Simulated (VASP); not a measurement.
# Bi2Te2O3 (P1) in VASP: a series of runs

Bi2Te2O3 is run at these levels: PBE; tasks: single point.

Everything below comes from runs of VASP 6.6.1. Logs are shortened: lines on timing, memory, paths and dates and some standing lists are left out, and cuts for length are marked.

**1. The cell of the first run**

The typed cell holds 7 atoms: a = 4.361 Å, b = 6.035 Å, c = 7.927 Å, α = 109.97°, β = 92.43°, γ = 110.01°.

**2. Single point, PBE**

INCAR

```
ALGO = Normal ; EDIFF = 1E-6
ENCUT = 520 ; GGA = PE
ISIF = 2 ; ISMEAR = 0
LASPH = True ; LCHARG = False
LREAL = False ; LWAVE = False
NBANDS = 39 ; NELM = 80
PREC = Accurate ; SIGMA = 0.1
```

KPOINTS

```
k-points
0
Gamma
  4 4 2
```

POSCAR

```
Bi2Te2O3
1.0
    4.3606573556      0.0006377225     -0.0081745986
   -2.0652659178      5.6700691287      0.0555080284
   -0.3215742302     -3.0698789526      7.3010943045
Bi Te O
2 2 3
Direct
    0.1116166425      0.2711605525      0.8411410576
    0.8535641940      0.7377338079      0.1388772699
    0.7327891043      0.4252770903      0.4174503496
    0.4701799655      0.7057352549      0.6851802481
    0.2901237937      0.6103742496      0.0871193520
    0.6628462602      0.3611290870      0.9307617925
    0.8788800396      0.8885899583      0.8994699304
```

Potentials or basis: VASP PAW PBE potentials, release 64 (Bi_d, Te, O).

Launch:

```sh
cat potpaw_PBE.64/Bi_d/POTCAR potpaw_PBE.64/Te/POTCAR potpaw_PBE.64/O/POTCAR > POTCAR
mpirun -np 1 vasp_std > vasp.out
```

OUTCAR:

```text
EDIFF = 1E-6
   ENCUT = 520
   GGA = PE
   ISIF = 2
   ISMEAR = 0
   LASPH = True
   LREAL = False
   NELM = 80
   PREC = Accurate

 ion  position               nearest neighbor table
   1  0.112  0.271  0.841-   5 2.16   6 2.28   6 2.30   7 2.40   4 3.23   4 3.36   2 3.54   2 3.55

   2  0.854  0.738  0.139-   6 2.15   5 2.28   5 2.29   7 2.36   3 3.31   1 3.54   1 3.55
   3  0.733  0.425  0.417-   4 2.79   4 3.31   2 3.31
   4  0.470  0.706  0.685-   7 2.10   3 2.79   1 3.23   3 3.31   1 3.36
   5  0.290  0.610  0.087-   1 2.16   2 2.28   2 2.29
   6  0.663  0.361  0.931-   2 2.15   1 2.28   1 2.30
   7  0.879  0.889  0.899-   4 2.10   2 2.36   1 2.40

  LATTYP: Found a triclinic cell.
 ALAT       =     4.3606650644
 B/A-ratio  =     2.3668773944
 C/A-ratio  =     1.4029605369
 COS(alpha) =     0.0063070584
 COS(beta)  =     0.3753167100
 COS(gamma) =     0.6550534885

  Lattice vectors:

 A1 = (   4.3606573556,   0.0006377225,  -0.0081745986)
 A2 = (   6.7474975036,  -2.5995524536,  -7.3647769315)
 A3 = (   2.2953914378,   5.6707068512,   0.0473334298)

Analysis of symmetry for initial positions (statically):
=====================================================================
 Subroutine PRICEL returns:
 Original cell was already a primitive cell.

 Routine SETGRP: Setting up the symmetry group for a
 triclinic supercell.

 Subroutine GETGRP returns: Found  1 space group operations
 (whereof  1 operations were pure point group operations)
 out of a pool of  2 trial point group operations.

The static configuration has the point symmetry C_1 .

Analysis of symmetry for dynamics (positions and initial velocities):
=====================================================================
 Subroutine PRICEL returns:
 Original cell was already a primitive cell.

 Routine SETGRP: Setting up the symmetry group for a
 triclinic supercell.

 Subroutine GETGRP returns: Found  1 space group operations
 (whereof  1 operations were pure point group operations)
 out of a pool of  2 trial point group operations.

The dynamic configuration has the point symmetry C_1 .

 Subroutine INISYM returns: Found  1 space group operations
 (whereof  1 operations are pure point group operations),
 and found     1 'primitive' translations

----------------------------------------------------------------------------------------

                                     Primitive cell

  volume of cell :     181.2072

  direct lattice vectors                    reciprocal lattice vectors
     4.360657356  0.000637723 -0.008174599     0.229395521  0.083113994  0.045050451
    -2.065265918  5.670069129  0.055508028     0.000112793  0.175682576  0.073873928
    -0.321574230 -3.069878953  7.301094305     0.000255983 -0.001242604  0.136454569

  length of vectors
     4.360665064  6.034740125  7.926761307     0.248112442  0.190582627  0.136460466

  position of ions in fractional coordinates (direct lattice)
     0.111616643  0.271160552  0.841141058
     0.853564194  0.737733808  0.138877270
     0.732789104  0.425277090  0.417450350
     0.470179966  0.705735255  0.685180248
     0.290123794  0.610374250  0.087119352
     0.662846260  0.361129087  0.930761793
     0.878880040  0.888589958  0.899469930

  ion indices of the primitive-cell ions
   primitive index   ion index
                 1           1
                 2           2
                 3           3
                 4           4
                 5           5
                 6           6
                 7           7

----------------------------------------------------------------------------------------

 KPOINTS: k-points

Automatic generation of k-mesh.
 Grid dimensions read from file:
 generate k-points for:    4    4    2

 Generating k-lattice:

  Cartesian coordinates                     Fractional coordinates (reciprocal lattice)
     0.057348880  0.020778498  0.011262613     0.250000000 -0.000000000  0.000000000
     0.000028198  0.043920644  0.018468482     0.000000000  0.250000000  0.000000000
     0.000127991 -0.000621302  0.068227284     0.000000000  0.000000000  0.500000000

  Length of vectors
     0.062028111  0.047645657  0.068230233

  Shift w.r.t. Gamma in fractional coordinates (k-lattice)
     0.000000000  0.000000000  0.000000000

 Subroutine IBZKPT returns following result:
 ===========================================

 Found     20 irreducible k-points:

 Following reciprocal coordinates:
            Coordinates               Weight
  0.000000  0.000000  0.000000      1.000000
  0.250000 -0.000000  0.000000      2.000000
  0.500000 -0.000000  0.000000      1.000000
 -0.000000  0.250000  0.000000      2.000000
  0.250000  0.250000  0.000000      2.000000
  0.500000  0.250000  0.000000      2.000000
[... 12 lines left out ...]
  0.250000  0.500000  0.500000      2.000000
  0.500000  0.500000  0.500000      1.000000
   k-points           NKPTS =     20   k-points in BZ     NKDIM =     20   number of bands    NBANDS=     39
   number of dos      NEDOS =    301   number of ions     NIONS =      7
   total plane-waves  NPLWV =  92160
   dimension x,y,z NGX =    32 NGY =   48 NGZ =   60
   dimension x,y,z NGXF=    64 NGYF=   96 NGZF=  120
   ions per type =               2   2   3
   NGX,Y,Z   is equivalent  to a cutoff of  12.20, 13.22, 12.58 a.u.
   NGXF,Y,Z  is equivalent  to a cutoff of  24.40, 26.45, 25.17 a.u.
 SYSTEM =  unknown system
   PREC   = accura    normal or accurate (medium, high low for compatibility)
   ISTART =      0    job   : 0-new  1-cont  2-samecut
   ICHARG =      2    charge: 1-file 2-atom 10-const
   ISPIN  =      1    spin polarized calculation?
   LNONCOLLINEAR =      F non collinear calculations
   LSORBIT =      F    spin-orbit coupling
   LASPH  =      T    aspherical Exc in radial PAW
   ENCUT  =  520.0 eV  38.22 Ry    6.18 a.u.   8.11 11.22 14.74*2*pi/ulx,y,z
   NELM   =     80;   NELMIN=  2; NELMDL= -5     # of ELM steps
   EDIFF  = 0.1E-05   stopping-criterion for ELM
   LREAL  =      F    real-space projection
   EDIFFG = 0.1E-04   stopping-criterion for IOM
   NSW    =      0    number of steps for IOM
   IBRION =     -1    ionic relax: 0-MD 1-quasi-New 2-CG
   NFREE  =      0    steps in history (QN), initial steepest desc. (CG)
   ISIF   =      2    stress and relaxation
   ISYM   =      2    0-nonsym 1-usesym 2-fastsym
   POTIM  = 0.5000    time-step for ionic-motion
   TEBEG  =    0.0;   TEEND  =   0.0 temperature during run
   PSTRESS=    0.0 pullay stress
   NELECT =      60.0000    total number of electrons
   NUPDOWN=      -1.0000    fix difference up-down
   EMIN   =  10.00;   EMAX   =-10.00  energy-range for DOS
   EFERMI =   0.00;   METHOD = LEGACY
   ISMEAR =     0;   SIGMA  =   0.10  broadening in eV -4-tet -1-fermi 0-gaus
   EFERMI_NEDOS =   21; number of points for ismear=-14 and -15
   IALGO  =     38    algorithm
   IMIX   =      4    mixing-type and parameters
     AMIX     =   0.40;   BMIX     =  1.00
     AMIX_MAG =   1.60;   BMIX_MAG =  1.00
  volume/ion in A,a.u.               =      25.89       174.69
  Fermi-wavevector in a.u.,A,eV,Ry     =   1.132575  2.140256 17.452534  1.282725
  Thomas-Fermi vector in A             =   2.269276
   LORBIT       =      0    0 simple, 1 ext, 2 COOP (PROOUT), +10 PAW based schemes
   GGA     = PE    functional components
   LHFCALC =     F    Hartree Fock is set to
   AEXX    =    0.0000 exact exchange contribution
   IVDW    =     0    specifies the selected vdW correction
   LEPSILON=     F    determine dielectric tensor
   LRPA    =     F    only Hartree local field effects (RPA)
 non-spin polarized calculation
 Gauss-broadening in eV      SIGMA  =   0.10
  energy-cutoff  :      520.00
  volume of cell :      181.21
 maximum number of plane-waves:      4898
   NGX = 17   NGY = 23   NGZ = 29

 number of electron      59.9999993 magnetization

 Free energy of the ion-electron system (eV)
  ---------------------------------------------------
  ext. energy  EPLUGINS =         0.00000000
  ---------------------------------------------------
  free energy    TOTEN  =       -34.28699135 eV

  energy without entropy =      -34.28699135  energy(sigma->0) =      -34.28699135

 E-fermi :   4.8983     XC(G=0):  -8.7571

 val. band max:        4.4326505464   @ k =   0.0000   0.5000   0.5000
 cond. band min:       5.3383854553   @ k =   0.0000   0.0000   0.5000
 fundamental gap:      0.9057349088
 Fermi energy:         4.8983173843

 k-point     1 :       0.0000    0.0000    0.0000
  band No.  band energies     occupation
      1     -18.8967      2.00000
      2     -18.8810      2.00000
      3     -18.7025      2.00000
      4     -18.6903      2.00000
      5     -18.6635      2.00000
      6     -18.6590      2.00000
[... 31 lines left out ...]
     38       9.8896      0.00000
     39      10.3720      0.00000

 k-point     2 :       0.2500   -0.0000    0.0000
  band No.  band energies     occupation
      1     -18.8588      2.00000
      2     -18.8457      2.00000
      3     -18.7031      2.00000
      4     -18.6957      2.00000
      5     -18.6874      2.00000
      6     -18.6243      2.00000
[... 31 lines left out ...]
     38       9.4561      0.00000
     39      10.8060      0.00000

 k-point     3 :       0.5000   -0.0000    0.0000
  band No.  band energies     occupation
      1     -18.8350      2.00000
      2     -18.7986      2.00000
      3     -18.7068      2.00000
      4     -18.6967      2.00000
      5     -18.6852      2.00000
      6     -18.6326      2.00000
[... 664 lines left out ...]
 k-point    19 :       0.2500    0.5000    0.5000
  band No.  band energies     occupation
      1     -18.8481      2.00000
      2     -18.8382      2.00000
      3     -18.7229      2.00000
      4     -18.6933      2.00000
      5     -18.6884      2.00000
      6     -18.6296      2.00000
[... 31 lines left out ...]
     38       9.3546      0.00000
     39      10.5957      0.00000

 k-point    20 :       0.5000    0.5000    0.5000
  band No.  band energies     occupation
      1     -18.8313      2.00000
      2     -18.8034      2.00000
      3     -18.7043      2.00000
      4     -18.6958      2.00000
      5     -18.6894      2.00000
      6     -18.6330      2.00000
[... 31 lines left out ...]
     38       9.4311      0.00000
     39      10.5912      0.00000

------------------------ aborting loop because EDIFF is reached ----------------------------------------

  FORCE on cell =-STRESS in cart. coord.  units (eV):
  Direction    XX          YY          ZZ          XY          YZ          ZX
  --------------------------------------------------------------------------------------
  -------------------------------------------------------------------------------------
  Total        0.2345390      0.0354056      0.0215706     -0.0229065      0.1504102     -0.0723122
  in kB        2.0737208      0.3130450      0.1907207     -0.2025325      1.3298805     -0.6393617
  external PRESSURE =       0.8591622 kB  Pullay stress =       0.0000000 kB

 VOLUME and BASIS-vectors are now :
 -----------------------------------------------------------------------------
  energy-cutoff  :      520.00
  volume of cell :      181.21
      direct lattice vectors                 reciprocal lattice vectors
     4.360657356  0.000637723 -0.008174599     0.229395521  0.083113994  0.045050451
    -2.065265918  5.670069129  0.055508028     0.000112793  0.175682576  0.073873928
    -0.321574230 -3.069878953  7.301094305     0.000255983 -0.001242604  0.136454569

 POSITION                                       TOTAL-FORCE (eV/Angst)
 -----------------------------------------------------------------------------------
     -0.34379     -1.04463      6.15539         0.004382     -0.015860     -0.046701
      2.15383      3.75721      1.04793         0.001440      0.023872      0.059993
      2.18289      1.13030      3.06546         0.011169     -0.001412      0.001891
      0.37243      1.89845      5.03790         0.011207     -0.002711     -0.004485
     -0.02347      3.19360      0.66758         0.000806      0.033751      0.043187
      1.84531     -0.80928      6.81021         0.003215     -0.025529     -0.047140
      1.70807      2.27766      6.60925        -0.032219     -0.012111     -0.006743
 -----------------------------------------------------------------------------------
    total drift:                                0.000259      0.000102     -0.001246

  FREE ENERGIE OF THE ION-ELECTRON SYSTEM (eV)
  ---------------------------------------------------
  free  energy   TOTEN  =       -34.2869913482 eV

  energy  without entropy=      -34.2869913482  energy(sigma->0) =      -34.28699135
```

Wall time 2.1 min (1 thread of AMD EPYC 7R43 (Zen 3), shared host); peak memory 0.32 GiB.

Results:

| Quantity | Value |
| --- | --- |
| Free energy | -34.2870 eV |
| Pressure | 0.1 GPa |
| Largest force | 0.065 eV/Å |
| Band gap on the k mesh | 0.91 eV (least direct gap 1.07 eV) |

Forces in eV/Å, atoms in the order of the input:
```
Bi   0.004 -0.016 -0.047
Bi   0.001  0.024  0.060
Te   0.011 -0.001  0.002
Te   0.011 -0.003 -0.004
O    0.001  0.034  0.043
O    0.003 -0.026 -0.047
O   -0.032 -0.012 -0.007
```

Stress tensor (GPa, compression positive):
```
 0.21 -0.02 -0.06
-0.02  0.03  0.13
-0.06  0.13  0.02
```

Levels at points of the mesh, in eV from the valence-band top:
```csv
k point,band 28,band 29,band 30,band 31,band 32,band 33
"(0.00, 0.00, 0.00)",-1.48,-1.01,-0.79,0.92,1.43,2.26
"(0.50, 0.00, 0.00)",-1.62,-1.37,-0.94,1.64,1.76,2.21
"(0.00, 0.50, 0.00)",-1.53,-0.85,-0.48,1.04,1.83,2.90
"(0.50, 0.50, 0.00)",-1.74,-1.23,-0.90,1.54,1.96,2.19
"(0.00, 0.00, 0.50)",-1.73,-0.88,-0.59,0.91,1.78,2.33
"(0.50, 0.00, 0.50)",-1.68,-1.54,-1.21,1.61,1.98,2.80
"(0.00, 0.50, 0.50)",-1.93,-0.89,0.00,1.07,1.70,3.05
"(0.50, 0.50, 0.50)",-1.93,-1.48,-0.47,1.45,2.12,2.75
```

Caveat: spin-orbit coupling is left out, which moves the levels of the heavy elements.

**3. Single point, PBE**

INCAR

```
SYSTEM = Bi2Te2O3
PREC = Accurate
ENCUT = 520
EDIFF = 1E-6
ISMEAR = 0
SIGMA = 0.1
LREAL = .False.
LASPH = .True.
NELM = 80
ALGO = Normal
ISIF = 2
LWAVE = .False.
LCHARG = .False.
GGA = PE
NBANDS = 39
```

KPOINTS

```
Automatic mesh
0
Gamma
  4 4 2
  0 0 0
```

POSCAR

```
Bi2Te2O3
1.0
    4.3716745471     -0.0049484898     -0.0089137504
   -2.0778947186      5.6739109638      0.0596255010
   -0.3191399393     -3.0653206249      7.2907314945
Bi Te O
2 2 3
Direct
    0.1116988896      0.2722653749      0.8416170772
    0.8531832710      0.7368956049      0.1391071248
    0.7329597025      0.4234740096      0.4174264964
    0.4719271976      0.7047774869      0.6840564805
    0.2906865252      0.6107263113      0.0880721612
    0.6630890985      0.3620678214      0.9291688327
    0.8764553154      0.8897933912      0.9005518273
```

Potentials or basis: VASP PAW PBE potentials, release 64 (Bi_d, Te, O).

Launch:

```sh
cat potpaw_PBE.64/Bi_d/POTCAR potpaw_PBE.64/Te/POTCAR potpaw_PBE.64/O/POTCAR > POTCAR
mpirun -np 1 vasp_std > vasp.out
```

Run time: 2.3 min. Hardware: 1 thread of AMD EPYC 7R43 (Zen 3), shared host; peak memory 0.33 GiB.

The run converged. Its results:

```yaml
Free_energy: -34.2881 eV
Pressure: 0.0 GPa
Largest_force: 0.066 eV/Å
Band_gap_on_the_k_mesh: 0.90 eV (least direct gap 1.07 eV)
```

Forces in eV/Å, atoms in the order of the input:
```
Bi  -0.004 -0.026 -0.055
Bi   0.003  0.035  0.056
Te   0.010 -0.006 -0.016
Te   0.003  0.016  0.038
O   -0.002  0.011  0.022
O    0.004 -0.020 -0.017
O   -0.014 -0.010 -0.028
```

Stress tensor (GPa, compression positive):
```
 0.13  0.00 -0.07
 0.00  0.03  0.12
-0.07  0.12 -0.02
```

Levels at points of the mesh, in eV from the valence-band top:
```
           k point  band 27  band 28  band 29  band 30  band 31  band 32  band 33  band 34
(0.00, 0.00, 0.00)    -2.08    -1.48    -1.02    -0.79     0.92     1.41     2.25     2.84
(0.50, 0.00, 0.00)    -2.00    -1.62    -1.37    -0.94     1.63     1.76     2.21     2.31
(0.00, 0.50, 0.00)    -2.18    -1.54    -0.86    -0.49     1.04     1.82     2.89     3.31
(0.50, 0.50, 0.00)    -1.94    -1.74    -1.24    -0.90     1.54     1.94     2.18     3.07
(0.00, 0.00, 0.50)    -2.08    -1.74    -0.89    -0.60     0.90     1.77     2.33     2.91
(0.50, 0.00, 0.50)    -1.95    -1.68    -1.55    -1.21     1.60     1.98     2.80     2.92
(0.00, 0.50, 0.50)    -2.10    -1.94    -0.90     0.00     1.07     1.68     3.05     3.27
(0.50, 0.50, 0.50)    -2.08    -1.93    -1.47    -0.47     1.44     2.11     2.73     2.91
```

Caveat: the k points lie up to 0.42 Å⁻¹ apart; spin-orbit coupling is left out, which moves the levels of the heavy elements. A k mesh can miss the band edges.
